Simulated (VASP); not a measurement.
# K2S (Fm-3m) in VASP: further runs

Aim: see how the results for K2S move with the level of theory and the settings. Levels: PBE, r2SCAN. Tasks: single point.

Program: VASP 6.6.1. These are calculated values, not measurements. Logs are shortened: lines on timing, memory, paths and dates and some standing lists are left out, and cuts for length are marked.

## (1) The cell of the first run

Symmetry: Fm-3m, No. 225, cubic system. Conventional cell: a = 7.322 Å, b = 7.322 Å, c = 7.322 Å, α = 90.00°, β = 90.00°, γ = 90.00°. Within 4.2 Å of K (site symmetry -43m) lie 4 S at 3.17 Å and 6 K at 3.66 Å. Within 4.2 Å of S (site symmetry m-3m) lie 8 K at 3.17 Å.

## (2) Single point, PBE (strain -1.1%)

INCAR

```
SYSTEM = K2S
ALGO = Normal
EDIFF = 1E-6
ENCUT = 500
GGA = PE
GGA_COMPAT = .False.
ISIF = 2
ISMEAR = -1
LASPH = .True.
LCHARG = .False.
LREAL = .False.
LWAVE = .False.
NBANDS = 19
NELM = 120
PREC = Accurate
SIGMA = 0.02
```

KPOINTS

```
k-points
0
Gamma
  6 6 6
  0 0 0
```

POSCAR

```
K2S
1.0
    0.0000000000      3.6612482484      3.6612482484
    3.6612482484      0.0000000000      3.6612482484
    3.6612482484      3.6612482484      0.0000000000
K S
2 1
Direct
    0.2500000000      0.2500000000      0.2500000000
    0.7500000000      0.7500000000      0.7500000000
    0.0000000000      0.0000000000      0.0000000000
```

Potentials or basis: VASP PAW PBE potentials, release 64 (K_sv, S).

Command:

```bash
> cat potpaw_PBE.64/K_sv/POTCAR potpaw_PBE.64/S/POTCAR > POTCAR
> mpirun -np 1 vasp_std > vasp.out
```

OUTCAR:

```text
SYSTEM = K2S
   EDIFF = 1E-6
   ENCUT = 500
   GGA = PE
   ISIF = 2
   ISMEAR = -1
   LASPH = .True.
   LREAL = .False.
   NELM = 120
   PREC = Accurate

 ion  position               nearest neighbor table
   1  0.250  0.250  0.250-   3 3.17   3 3.17   3 3.17   3 3.17   2 3.66   2 3.66   2 3.66   2 3.66
                             2 3.66   2 3.66
   2  0.750  0.750  0.750-   3 3.17   3 3.17   3 3.17   3 3.17   1 3.66   1 3.66   1 3.66   1 3.66
                             1 3.66   1 3.66
   3  0.000  0.000  0.000-   1 3.17   2 3.17   2 3.17   2 3.17   2 3.17   1 3.17   1 3.17   1 3.17

  LATTYP: Found a face centered cubic cell.
 ALAT       =     7.3224964968

  Lattice vectors:

 A1 = (   0.0000000000,   3.6612482484,   3.6612482484)
 A2 = (   3.6612482484,   0.0000000000,   3.6612482484)
 A3 = (   3.6612482484,   3.6612482484,   0.0000000000)

Analysis of symmetry for initial positions (statically):
=====================================================================
 Subroutine PRICEL returns:
 Original cell was already a primitive cell.

 Routine SETGRP: Setting up the symmetry group for a
 face centered cubic supercell.

 Subroutine GETGRP returns: Found 48 space group operations
 (whereof 48 operations were pure point group operations)
 out of a pool of 48 trial point group operations.

The static configuration has the point symmetry O_h .

Analysis of symmetry for dynamics (positions and initial velocities):
=====================================================================
 Subroutine PRICEL returns:
 Original cell was already a primitive cell.

 Routine SETGRP: Setting up the symmetry group for a
 face centered cubic supercell.

 Subroutine GETGRP returns: Found 48 space group operations
 (whereof 48 operations were pure point group operations)
 out of a pool of 48 trial point group operations.

The dynamic configuration has the point symmetry O_h .

 Subroutine INISYM returns: Found 48 space group operations
 (whereof 48 operations are pure point group operations),
 and found     1 'primitive' translations

----------------------------------------------------------------------------------------

                                     Primitive cell

  volume of cell :      98.1562

  direct lattice vectors                    reciprocal lattice vectors
     0.000000000  3.661248248  3.661248248    -0.136565446  0.136565446  0.136565446
     3.661248248  0.000000000  3.661248248     0.136565446 -0.136565446  0.136565446
     3.661248248  3.661248248  0.000000000     0.136565446  0.136565446 -0.136565446

[... 76 lines left out ...]
   EDIFF  = 0.1E-05   stopping-criterion for ELM
   LREAL  =      F    real-space projection
   EDIFFG = 0.1E-04   stopping-criterion for IOM
   NSW    =      0    number of steps for IOM
   IBRION =     -1    ionic relax: 0-MD 1-quasi-New 2-CG
   NFREE  =      0    steps in history (QN), initial steepest desc. (CG)
   ISIF   =      2    stress and relaxation
   ISYM   =      2    0-nonsym 1-usesym 2-fastsym
   POTIM  = 0.5000    time-step for ionic-motion
   TEBEG  =    0.0;   TEEND  =   0.0 temperature during run
   PSTRESS=    0.0 pullay stress
   NELECT =      24.0000    total number of electrons
   NUPDOWN=      -1.0000    fix difference up-down
   EMIN   =  10.00;   EMAX   =-10.00  energy-range for DOS
   EFERMI =   0.00;   METHOD = LEGACY
   ISMEAR =    -1;   SIGMA  =   0.02  broadening in eV -4-tet -1-fermi 0-gaus
   EFERMI_NEDOS =   21; number of points for ismear=-14 and -15
   IALGO  =     38    algorithm
   IMIX   =      4    mixing-type and parameters
     AMIX     =   0.40;   BMIX     =  1.00
     AMIX_MAG =   1.60;   BMIX_MAG =  1.00
  volume/ion in A,a.u.               =      32.72       220.80
  Fermi-wavevector in a.u.,A,eV,Ry     =   1.023700  1.934513 14.258387  1.047962
  Thomas-Fermi vector in A             =   2.157448
   LORBIT       =      0    0 simple, 1 ext, 2 COOP (PROOUT), +10 PAW based schemes
   GGA     = PE    functional components
   LHFCALC =     F    Hartree Fock is set to
   AEXX    =    0.0000 exact exchange contribution
   IVDW    =     0    specifies the selected vdW correction
   LEPSILON=     F    determine dielectric tensor
   LRPA    =     F    only Hartree local field effects (RPA)
 non-spin polarized calculation
  energy-cutoff  :      500.00
  volume of cell :       98.16
 maximum number of plane-waves:      2523
 NGX is ok and might be reduce to    40
   NGX = 19   NGY = 19   NGZ = 19

 number of electron      23.9999998 magnetization

 Free energy of the ion-electron system (eV)
  ---------------------------------------------------
  ext. energy  EPLUGINS =         0.00000000
  ---------------------------------------------------
  free energy    TOTEN  =        -9.39825904 eV

  energy without entropy =       -9.39825904  energy(sigma->0) =       -9.39825904

 E-fermi :   0.2689     XC(G=0):  -7.4614

 val. band max:       -0.2311728642   @ k =   0.5000   0.5000   0.0000
 cond. band min:       2.2343943952   @ k =   0.0000   0.0000   0.0000
 fundamental gap:      2.4655672593
 Fermi energy:         0.2688740770

 k-point     1 :       0.0000    0.0000    0.0000
  band No.  band energies     occupation
      1     -29.3903      2.00000
      2     -29.2963      2.00000
      3     -12.9952      2.00000
      4     -12.9952      2.00000
      5     -12.9952      2.00000
      6     -12.7348      2.00000
[... 329 lines left out ...]
      6     -12.7896      2.00000
[... 11 lines left out ...]
     18       7.4086      0.00000
     19       7.7968      0.00000

------------------------ aborting loop because EDIFF is reached ----------------------------------------

  FORCE on cell =-STRESS in cart. coord.  units (eV):
  Direction    XX          YY          ZZ          XY          YZ          ZX
  --------------------------------------------------------------------------------------
  -------------------------------------------------------------------------------------
  Total        0.7457977      0.7457977      0.7457977     -0.0000000      0.0000000      0.0000000
  in kB       12.1734612     12.1734612     12.1734612     -0.0000000      0.0000000      0.0000000
  external PRESSURE =      12.1734612 kB  Pullay stress =       0.0000000 kB

 VOLUME and BASIS-vectors are now :
 -----------------------------------------------------------------------------
  energy-cutoff  :      500.00
  volume of cell :       98.16
      direct lattice vectors                 reciprocal lattice vectors
     0.000000000  3.661248248  3.661248248    -0.136565446  0.136565446  0.136565446
     3.661248248  0.000000000  3.661248248     0.136565446 -0.136565446  0.136565446
     3.661248248  3.661248248  0.000000000     0.136565446  0.136565446 -0.136565446

 POSITION                                       TOTAL-FORCE (eV/Angst)
 -----------------------------------------------------------------------------------
      1.83062      1.83062      1.83062        -0.000000     -0.000000     -0.000000
      5.49187      5.49187      5.49187         0.000000      0.000000      0.000000
      0.00000      0.00000      0.00000         0.000000      0.000000      0.000000
 -----------------------------------------------------------------------------------
    total drift:                               -0.000000     -0.000000      0.000000

  FREE ENERGIE OF THE ION-ELECTRON SYSTEM (eV)
  ---------------------------------------------------
  free  energy   TOTEN  =        -9.3982590356 eV

  energy  without entropy=       -9.3982590356  energy(sigma->0) =       -9.39825904
```

stdout:

```text
POSCAR found type information on POSCAR K S
 POSCAR found :  2 types and       3 ions
 scaLAPACK will be used
 LDA part: xc-table for (Slater+PW92), standard interpolation
 POSCAR, INCAR and KPOINTS ok, starting setup
 FFT: planning ... GRIDC
 FFT: planning ... GRID_SOFT
 FFT: planning ... GRID
 WAVECAR not read
 entering main loop
```

Wall time 38 s (1 thread of Intel Xeon Platinum 8259CL at 2.50GHz (Skylake/Cascade Lake), shared host); peak memory 0.23 GiB.

Results:

- Free energy: -9.3983 eV
- Pressure: 1.2 GPa
- Band gap on the k mesh: 2.47 eV, indirect (least direct gap 2.69 eV)

Levels at points of the mesh, in eV from the valence-band top:
```csv
k point,band 8,band 9,band 10,band 11,band 12,band 13,band 14,band 15,band 16,band 17
"(0.00, 0.00, 0.00)",-12.50,-9.64,-0.23,-0.23,-0.23,2.47,5.47,5.47,7.59,7.59
"(0.50, 0.00, 0.00)",-12.64,-9.42,-0.64,-0.08,-0.08,4.78,5.17,5.87,5.87,7.67
"(0.50, 0.50, 0.00)",-12.43,-9.37,-0.78,0.00,0.00,3.52,5.35,6.66,6.77,7.71
```

Caveat: the cell differs from its parent crystal (strain -1.1%).

## (3) Single point, r2SCAN (strain -1.1%)

POSCAR is that of step 2.

INCAR.step1

```
SYSTEM = K2S
ALGO = Normal
EDIFF = 1E-5
ENCUT = 550
GGA = PE
GGA_COMPAT = .FALSE.
ISMEAR = 0
LASPH = .TRUE.
LCHARG = .FALSE.
LREAL = .FALSE.
LWAVE = .TRUE.
NBANDS = 19
NELM = 120
PREC = Accurate
SIGMA = 0.01
```

INCAR.step2

```
SYSTEM = K2S
ALGO = Normal
EDIFF = 1E-6
ENCUT = 550
GGA_COMPAT = .FALSE.
ISIF = 2
ISMEAR = 0
ISTART = 1
LASPH = .TRUE.
LCHARG = .FALSE.
LMIXTAU = .TRUE.
LREAL = .FALSE.
LWAVE = .FALSE.
METAGGA = R2SCAN
NBANDS = 19
NELM = 120
PREC = Accurate
SIGMA = 0.01
```

KPOINTS

```
k-points
0
G
  6 6 6
  0 0 0
```

Potentials or basis: VASP PAW PBE potentials, release 64 (K_sv, S).

Command:

```bash
> cat potpaw_PBE.64/K_sv/POTCAR potpaw_PBE.64/S/POTCAR > POTCAR
> cp INCAR.step1 INCAR
> mpirun -np 1 vasp_std > vasp.out
> cp INCAR.step2 INCAR
> mpirun -np 1 vasp_std > vasp.out
```

Wall time 2.9 min (1 thread of Intel Xeon Platinum 8259CL at 2.50GHz (Skylake/Cascade Lake), shared host); peak memory 0.26 GiB.

It converged, with:

```yaml
Free_energy: -23.8048 eV
Pressure: 0.8 GPa
Band_gap_on_the_k_mesh: 2.84 eV, indirect (least direct gap 3.07 eV)
```

Levels at points of the mesh, in eV from the valence-band top:
```csv
k point,band 9,band 10,band 11,band 12,band 13,band 14,band 15,band 16
"(0.00, 0.00, 0.00)",-10.07,-0.23,-0.23,-0.23,2.84,5.95,5.95,8.12
"(0.50, 0.00, 0.00)",-9.84,-0.62,-0.08,-0.08,5.02,5.78,6.30,6.30
"(0.50, 0.50, 0.00)",-9.79,-0.75,0.00,0.00,3.72,5.96,7.24,7.36
```

Caveat: the cell differs from its parent crystal (strain -1.1%); the PAW data sets were made with another functional, which shifts forces and pressure a little. A k mesh can miss the band edges.
